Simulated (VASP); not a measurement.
# CdCoCl4 (P-6m2) in VASP: a series of runs, part 2 of 2

VASP 6.6.1. The steps go on from the part before.

## (3) Relaxation of cell and atoms, PBE, collinear spin, ferromagnetic start

This run uses another cell than the first one, of 23.03 Å³/atom.

The input, INCAR:

```
ALGO = Fast ; EDIFF = 1E-6
EDIFFG = -0.08 ; ENCUT = 600
GGA = PE ; IBRION = 2
ISIF = 3 ; ISMEAR = 0
ISPIN = 2 ; LASPH = True
LCHARG = False ; LMAXMIX = 4
LORBIT = 11 ; LREAL = False
LWAVE = False ; MAGMOM = 0 3 0 0 0 0
NELM = 150 ; NSW = 36
PREC = Accurate ; SIGMA = 0.15
```

The input, KPOINTS:

```
k-points
0
Gamma
  4 4 1
```

The input, POSCAR:

```
CdCoCl4
1.0
    3.4199021400      0.0000000000      0.0000000000
   -1.7099510700      2.9617221300      0.0000000000
    0.0000000000      0.0000000000     13.6448422700
Cd Co Cl
1 1 4
Direct
    0.6666666700      0.3333333300      0.5000000000
    0.6666666700      0.3333333300      0.0000000000
    0.3333333300      0.6666666700      0.6259580300
    0.0000000000      0.0000000000      0.8781179800
    0.0000000000      0.0000000000      0.1218820200
    0.3333333300      0.6666666700      0.3740419700
```

Potentials or basis: VASP PAW PBE potentials, release 64 (Cd, Co, Cl).

Started as:

```bash
cat potpaw_PBE.64/Cd/POTCAR potpaw_PBE.64/Co/POTCAR potpaw_PBE.64/Cl/POTCAR > POTCAR
mpirun -np 1 vasp_std > vasp.out
```

OUTCAR:

```text
EDIFF = 1E-6
   EDIFFG = -0.08
   ENCUT = 600
   GGA = PE
   IBRION = 2
   ISIF = 3
   ISMEAR = 0
   ISPIN = 2
   LASPH = True
   LORBIT = 11
   LREAL = False
   NELM = 150
   NSW = 36
   PREC = Accurate

 ion  position               nearest neighbor table
   1  0.667  0.333  0.500-   3 2.62   6 2.62   3 2.62   6 2.62   3 2.62   6 2.62
   2  0.667  0.333  0.000-   4 2.58   5 2.58   4 2.58   5 2.58   4 2.58   5 2.58
   3  0.333  0.667  0.626-   1 2.62   1 2.62   1 2.62
   4  0.000  0.000  0.878-   2 2.58   2 2.58   2 2.58
   5  0.000  0.000  0.122-   2 2.58   2 2.58   2 2.58
   6  0.333  0.667  0.374-   1 2.62   1 2.62   1 2.62

  LATTYP: Found a hexagonal cell.
 ALAT       =     3.4199021400
 C/A-ratio  =     3.9898341272

  Lattice vectors:

 A1 = (   3.4199021400,   0.0000000000,   0.0000000000)
 A2 = (  -1.7099510700,   2.9617221300,   0.0000000000)
 A3 = (   0.0000000000,   0.0000000000,  13.6448422700)

Analysis of symmetry for initial positions (statically):
=====================================================================
 Subroutine PRICEL returns:
 Original cell was already a primitive cell.

 Routine SETGRP: Setting up the symmetry group for a
 hexagonal supercell.

 Subroutine GETGRP returns: Found 12 space group operations
 (whereof 12 operations were pure point group operations)
[... 486 lines left out ...]
--------------------------------------- Ionic step        9  -------------------------------------------

 number of electron      48.9999998 magnetization       3.0000000

 Free energy of the ion-electron system (eV)
  ---------------------------------------------------
  ext. energy  EPLUGINS =         0.00000000
  ---------------------------------------------------
  free energy    TOTEN  =       -18.99010598 eV

  energy without entropy =      -18.94923130  energy(sigma->0) =      -18.96966864

 E-fermi :   1.8737     XC(G=0):  -8.7814

 val. band max:        1.7597447855   @ k =   0.5000   0.0000   0.0000
 cond. band min:       1.9156414028   @ k =   0.2500   0.0000   0.0000
 fundamental gap:      0.1558966173
 Fermi energy:         1.8737444455

 spin component 1

 k-point     1 :       0.0000    0.0000    0.0000
  band No.  band energies     occupation
      1     -14.0182      1.00000
      2     -13.6720      1.00000
      3     -13.2788      1.00000
      4     -13.1820      1.00000
      5      -6.5700      1.00000
      6      -6.5700      1.00000
[... 125 lines left out ...]
     30       7.9094      0.00000
     31       8.8250      0.00000
 Fermi energy:         1.8737444455

 spin component 2

 k-point     1 :       0.0000    0.0000    0.0000
  band No.  band energies     occupation
      1     -13.7800      1.00000
      2     -13.6620      1.00000
      3     -13.2232      1.00000
      4     -12.9774      1.00000
      5      -6.5699      1.00000
      6      -6.5699      1.00000
[... 158 lines left out ...]
  FREE ENERGIE OF THE ION-ELECTRON SYSTEM (eV)
  ---------------------------------------------------
  free  energy   TOTEN  =       -18.9901059826 eV

  energy  without entropy=      -18.9492312969  energy(sigma->0) =      -18.96966864

 reached required accuracy - stopping structural energy minimisation

 total charge

# of ion       s       p       d       tot
------------------------------------------
    1        0.337   0.247   9.614  10.198
    2        0.260   0.257   7.097   7.614
    3        1.608   3.499   0.000   5.107
    4        1.605   3.473   0.000   5.079
    5        1.605   3.473   0.000   5.079
    6        1.608   3.499   0.000   5.107
--------------------------------------------------
tot          7.025  14.449  16.711  38.184

 magnetization (x)

# of ion       s       p       d       tot
------------------------------------------
    1       -0.000   0.000   0.000   0.000
    2        0.008   0.009   2.456   2.473
    3        0.000   0.001   0.000   0.001
    4        0.010   0.192   0.000   0.202
    5        0.010   0.192   0.000   0.202
    6        0.000   0.001   0.000   0.001
--------------------------------------------------
tot          0.027   0.396   2.456   2.880
```

CONTCAR:

```text
CdCoCl4
   1.00000000000000
     3.5565308373969966   -0.0000000000000000    0.0000000000000000
    -1.7782654186984983    3.0800460526296010    0.0000000000000000
    -0.0000000000000000    0.0000000000000000   13.1605462536439166
  Cd              Co              Cl
     1     1     4
Direct
     0.6666666699999979    0.3333333300000021    0.5000000000000000
     0.6666666699999979    0.3333333300000021    0.0000000000000000
     0.3333333300000021    0.6666666699999979    0.6279636223538754
     0.0000000000000000    0.0000000000000000    0.8887500051920444
     0.0000000000000000    0.0000000000000000    0.1112499948079555
     0.3333333300000021    0.6666666699999979    0.3720363776461247

  0.00000000E+00  0.00000000E+00  0.00000000E+00
  0.00000000E+00  0.00000000E+00  0.00000000E+00
  0.00000000E+00  0.00000000E+00  0.00000000E+00
  0.00000000E+00  0.00000000E+00  0.00000000E+00
  0.00000000E+00  0.00000000E+00  0.00000000E+00
  0.00000000E+00  0.00000000E+00  0.00000000E+00
```

Run time: 12 min. Hardware: 1 thread of Oxide Virtual Turin-like, shared host; peak memory 0.33 GiB.

What came out:

```yaml
Free_energy: -18.9901 eV
Relaxed_volume: 24.03 Å³/atom
Relaxed_cell: a = 3.557 Å, b = 3.557 Å, c = 13.161 Å, α = 90.00°, β = 90.00°, γ = 120.00°
Space_group_after_relaxing_to_0.1_Å: P-6m2 (No. 187)
Energy_gained_by_relaxing: 66.9 meV/atom
Ionic_steps: 9
Pressure_after_relaxing: 0.1 GPa
Largest_force_after_relaxing: 0.080 eV/Å
Band_gap_on_the_k_mesh: zero (filled and empty bands overlap)
Net_moment: 3.00 μB per cell
Site_moments: Cd +0.00; Co +2.47; Cl +0.00, +0.20 (each value once) μB
Valence_electrons_inside_the_program's_atomic_spheres: Cd 10.20; Co 7.61; Cl 5.11, 5.08 (each value once)
```

Forces on the atoms (eV/Å):
```
Cd   0.000  0.000  0.000
Co   0.000  0.000  0.000
Cl   0.000  0.000 -0.080
Cl   0.000  0.000 -0.013
Cl   0.000  0.000  0.013
Cl   0.000  0.000  0.080
```

Stress tensor (GPa, compression positive):
```
0.03 0.00 0.00
0.00 0.03 0.00
0.00 0.00 0.35
```

The path:
```
step  energy change (eV)  largest force (eV/Å)  pressure (GPa)  volume (Å³)
   1              0.0000                1.3552            0.91       138.21
   2             -0.3183                0.7129            0.76       140.69
   3             -0.3788                0.3328            0.85       142.32
   4             -0.3800                0.3154            0.85       142.15
   5             -0.3945                0.1751           -0.39       145.28
   6             -0.3946                0.1688           -0.28       144.97
   7             -0.3995                0.0885           -0.08       144.59
   8             -0.4014                0.0839            0.17       144.11
   9             -0.4014                0.0797            0.14       144.16
```

Final structure:
```cif
data_structure
_symmetry_space_group_name_H-M 'P 1'
_symmetry_Int_Tables_number 1
_cell_length_a 3.5565
_cell_length_b 3.5565
_cell_length_c 13.1605
_cell_angle_alpha 90.000
_cell_angle_beta 90.000
_cell_angle_gamma 120.000
_cell_volume 144.16
loop_
_atom_site_label
_atom_site_type_symbol
_atom_site_fract_x
_atom_site_fract_y
_atom_site_fract_z
_atom_site_occupancy
Cd1 Cd 0.66667 0.33333 0.50000 1
Co1 Co 0.66667 0.33333 0.00000 1
Cl1 Cl 0.33333 0.66667 0.62796 1
Cl2 Cl 0.00000 0.00000 0.88875 1
Cl3 Cl 0.00000 0.00000 0.11125 1
Cl4 Cl 0.33333 0.66667 0.37204 1
```

Caveat: the k points lie up to 0.51 Å⁻¹ apart in the final cell; this functional lacks dispersion, which binds layers or chains, so the pressure and a relaxed spacing across them are unreliable; a cell with one magnetic atom can't hold antiferromagnetic order, which such compounds often take; semilocal functionals often make such compounds metallic where correlation or magnetic order opens a gap, which also shifts bond lengths; the relaxation stopped at a loose force limit of 0.08 eV/Å, so its end isn't a converged minimum.

The gap in the log of VASP goes by the Fermi energy; the results here count the filled bands.